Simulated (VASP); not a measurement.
# Mo (Im-3m) in VASP: further runs, part 3 of 3

VASP 6.6.1.

### Step 6. Single point, LDA

INCAR

```
  PREC = Accurate
  ENCUT = 520
  EDIFF = 1E-6
  ISMEAR = -1
  SIGMA = 1.0
  LREAL = F
  LASPH = T
  NELM = 80
  ALGO = Normal
  ISIF = 2
  LWAVE = F
  LCHARG = F
  GGA = CA
  NBANDS = 13
```

KPOINTS

```
regular mesh
0
Gamma
  14 14 14
```

POSCAR

```
Mo
1.0
   -1.5565618036      1.5565618036      1.5565618036
    1.5565618036     -1.5565618036      1.5565618036
    1.5565618036      1.5565618036     -1.5565618036
Mo
1
Direct
    0.0000000000      0.0000000000      0.0000000000
```

Potentials or basis: VASP PAW LDA potentials, release 64 (Mo_sv).

Run with:

```console
$ cat potpaw_LDA.64/Mo_sv/POTCAR > POTCAR
$ mpirun -np 1 vasp_std > vasp.out
```

OUTCAR:

```text
PREC = Accurate
   ENCUT = 520
   EDIFF = 1E-6
   ISMEAR = -1
   LREAL = F
   LASPH = T
   NELM = 80
   ISIF = 2
   GGA = CA

 ion  position               nearest neighbor table
   1  0.000  0.000  0.000-

  LATTYP: Found a body centered cubic cell.
 ALAT       =     3.1131236072

  Lattice vectors:

 A1 = (  -1.5565618036,   1.5565618036,   1.5565618036)
 A2 = (   1.5565618036,  -1.5565618036,   1.5565618036)
 A3 = (   1.5565618036,   1.5565618036,  -1.5565618036)

Analysis of symmetry for initial positions (statically):
=====================================================================
 Subroutine PRICEL returns:
 Original cell was already a primitive cell.

 Routine SETGRP: Setting up the symmetry group for a
 body centered cubic supercell.

 Subroutine GETGRP returns: Found 48 space group operations
[... 9 lines left out ...]

 Routine SETGRP: Setting up the symmetry group for a
 body centered cubic supercell.

 Subroutine GETGRP returns: Found 48 space group operations
[... 11 lines left out ...]
                                     Primitive cell

  volume of cell :      15.0855

  direct lattice vectors                    reciprocal lattice vectors
    -1.556561804  1.556561804  1.556561804     0.000000000  0.321220782  0.321220782
     1.556561804 -1.556561804  1.556561804     0.321220782  0.000000000  0.321220782
     1.556561804  1.556561804 -1.556561804     0.321220782  0.321220782  0.000000000

  length of vectors
     2.696044129  2.696044129  2.696044129     0.454274787  0.454274787  0.454274787

  position of ions in fractional coordinates (direct lattice)
     0.000000000  0.000000000  0.000000000

  ion indices of the primitive-cell ions
   primitive index   ion index
                 1           1

----------------------------------------------------------------------------------------

 KPOINTS: regular mesh

Automatic generation of k-mesh.
 Grid dimensions read from file:
 generate k-points for:   14   14   14
[... 82 lines left out ...]
   IMIX   =      4    mixing-type and parameters
     AMIX     =   0.40;   BMIX     =  1.00
     AMIX_MAG =   1.60;   BMIX_MAG =  1.00
  volume/ion in A,a.u.               =      15.09       101.80
  Fermi-wavevector in a.u.,A,eV,Ry     =   1.596851  3.017611 34.693959  2.549934
  Thomas-Fermi vector in A             =   2.694549
   LORBIT       =      0    0 simple, 1 ext, 2 COOP (PROOUT), +10 PAW based schemes
   GGA     = CA    functional components
   LHFCALC =     F    Hartree Fock is set to
   AEXX    =    0.0000 exact exchange contribution
   IVDW    =     0    specifies the selected vdW correction
   LEPSILON=     F    determine dielectric tensor
   LRPA    =     F    only Hartree local field effects (RPA)
 non-spin polarized calculation
  energy-cutoff  :      520.00
  volume of cell :       15.09
 maximum number of plane-waves:       420
   NGX =  9   NGY =  9   NGZ =  9

 number of electron      13.9999996 magnetization

 Free energy of the ion-electron system (eV)
  ---------------------------------------------------
  ext. energy  EPLUGINS =         0.00000000
  ---------------------------------------------------
  free energy    TOTEN  =       -13.59222062 eV

  energy without entropy =      -10.39225823  energy(sigma->0) =      -11.99223942

 E-fermi :  13.0003     XC(G=0): -13.7730

 val. band max:       12.9890160031   @ k =   0.4286   0.1429  -0.0000
 cond. band min:      13.0263080354   @ k =  -0.2857   0.2857   0.2857
 fundamental gap:      0.0372920323
 Fermi energy:        13.0003338061

 k-point     1 :       0.0000    0.0000    0.0000
  band No.  band energies     occupation
      1     -47.6064      2.00000
      2     -20.9785      2.00000
      3     -20.9785      2.00000
      4     -20.9785      2.00000
      5       5.7068      1.99864
      6      11.7333      1.56048
      7      11.7333      1.56048
      8      11.7333      1.56048
      9      14.9042      0.25935
     10      14.9042      0.25935
     11      27.8973      0.00000
     12      27.8973      0.00000
     13      27.8973      0.00000
[... 354 lines left out ...]
  band No.  band energies     occupation
      1     -47.2505      2.00000
      2     -22.2211      2.00000
      3     -21.9735      2.00000
      4     -21.1810      2.00000
      5       9.0779      1.96118
      6      10.3656      1.86613
      7      11.1707      1.72344
      8      15.1753      0.20404
      9      15.7089      0.12494
     10      22.9979      0.00009
     11      23.6283      0.00005
     12      25.1260      0.00001
     13      30.7135      0.00000

 [... further k-points ...]
[... 5 lines left out ...]
  --------------------------------------------------------------------------------------
  -------------------------------------------------------------------------------------
  Total        1.9350769      1.9350769      1.9350769      0.0000000      0.0000000      0.0000000
  in kB      205.5179311    205.5179311    205.5179311      0.0000000      0.0000000      0.0000000
  external PRESSURE =     205.5179311 kB  Pullay stress =       0.0000000 kB

 VOLUME and BASIS-vectors are now :
 -----------------------------------------------------------------------------
  energy-cutoff  :      520.00
  volume of cell :       15.09
      direct lattice vectors                 reciprocal lattice vectors
    -1.556561804  1.556561804  1.556561804     0.000000000  0.321220782  0.321220782
     1.556561804 -1.556561804  1.556561804     0.321220782  0.000000000  0.321220782
     1.556561804  1.556561804 -1.556561804     0.321220782  0.321220782  0.000000000

 POSITION                                       TOTAL-FORCE (eV/Angst)
 -----------------------------------------------------------------------------------
      0.00000      0.00000      0.00000         0.000000      0.000000     -0.000000
 -----------------------------------------------------------------------------------
    total drift:                                0.000000     -0.000000     -0.000000

  FREE ENERGIE OF THE ION-ELECTRON SYSTEM (eV)
  ---------------------------------------------------
  free  energy   TOTEN  =       -13.5922206154 eV

  energy  without entropy=      -10.3922582310  energy(sigma->0) =      -11.99223942
```

OSZICAR:

```text
N       E                     dE             d eps       ncg     rms          rms(c)
DAV:   1     0.953789937727E+02    0.95379E+02   -0.78690E+03  2712   0.111E+03
DAV:   2    -0.128974589039E+02   -0.10828E+03   -0.10356E+03  3004   0.322E+02
DAV:   3    -0.141249045019E+02   -0.12274E+01   -0.12220E+01  3064   0.356E+01
DAV:   4    -0.141279646107E+02   -0.30601E-02   -0.30600E-02  3024   0.207E+00
DAV:   5    -0.141279852461E+02   -0.20635E-04   -0.20636E-04  3089   0.153E-01    0.166E+01
DAV:   6    -0.136623298599E+02    0.46566E+00   -0.56506E-01  2804   0.938E+00    0.548E+00
DAV:   7    -0.135964722219E+02    0.65858E-01   -0.10511E-01  2964   0.371E+00    0.779E-01
DAV:   8    -0.135921895032E+02    0.42827E-02   -0.46923E-03  2784   0.887E-01    0.576E-02
DAV:   9    -0.135922096715E+02   -0.20168E-04   -0.83235E-05  3178   0.106E-01    0.184E-02
DAV:  10    -0.135922206066E+02   -0.10935E-04   -0.42195E-06  2829   0.199E-02    0.999E-04
DAV:  11    -0.135922206154E+02   -0.87407E-08   -0.38071E-08  1447   0.237E-03
   1 F= -.13592221E+02 E0= -.11992239E+02  d E =-.319996E+01
```

stdout:

```text
POSCAR found type information on POSCAR Mo
 POSCAR found :  1 types and       1 ions
 scaLAPACK will be used
 LDA part: xc-table for (Slater(with rela. corr.)+CA(PZ))
 , standard interpolation
 POSCAR, INCAR and KPOINTS ok, starting setup
 FFT: planning ... GRIDC
 FFT: planning ... GRID_SOFT
 FFT: planning ... GRID
 WAVECAR not read
 entering main loop
```

Wall time 25 s (1 thread of AMD EPYC 7R13, shared host); peak memory 0.1 GiB.

What came out:

| Item | Value |
| --- | --- |
| Free energy | -13.5922 eV |
| Pressure | 20.6 GPa |
| Band gap on the k mesh | zero (band 7 reaches 17.45 eV, above the bottom of band 8 at 11.73 eV) |

### Step 7. The runs side by side

| smearing | gap on the mesh (eV) | pressure (GPa) |
| --- | --- | --- |
| fermi-dirac 0.1 eV | none | 1.2 |
| fermi-dirac 0.2 eV | none | 1.2 |
| fermi-dirac 0.3 eV | none | 1.6 |
| fermi-dirac 0.6 eV | none | 6.6 |
| fermi-dirac 1 eV | none | 20.6 |

Alike in all rows: task single point; level LDA; potentials or basis VASP PAW LDA potentials, release 64 (Mo_sv); no spin polarisation; cell as given; k mesh 14 × 14 × 14; cutoff (eV) 520.

Every run on the cell as given and a fine mesh finds a metal.

Absolute energies hang on the potentials; compare differences alone.
